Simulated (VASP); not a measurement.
Runs of VASP 6.6.1 on BeTe. The structure is that of space group F-43m (No. 216), or close to it. The cells are those of the table. 

```tsv
cell	gap on the mesh (eV)	pressure (GPa)
a = 4.040 Å, angles 60.0°, 2 atoms	(c)	(a)
a = 4.120 Å, angles 60.0°, 2 atoms	(b)	-5.2
a = 4.080 Å, angles 60.0°, 2 atoms	2.82	-4.0
a = 4.160 Å, angles 60.0°, 2 atoms	2.94	-6.3
```

Alike in all rows: task single point; level HSE06; potentials or basis VASP PAW PBE potentials, release 64 (Be, Te); no spin polarisation; k mesh 6 × 6 × 6; cutoff (eV) 520; smearing gaussian 0.01 eV.

Q: Fill in the values left out.

A: (a) -2.6; (b) 2.88; (c) 2.75.

Caveats: the PAW data sets were made with another functional, which shifts forces and pressure a little; spin-orbit coupling is left out, which moves the levels of the heavy elements; the cell stands under tension (at least some runs).

A k mesh can miss the band edges, and the runs leave out spin-orbit coupling on Te.
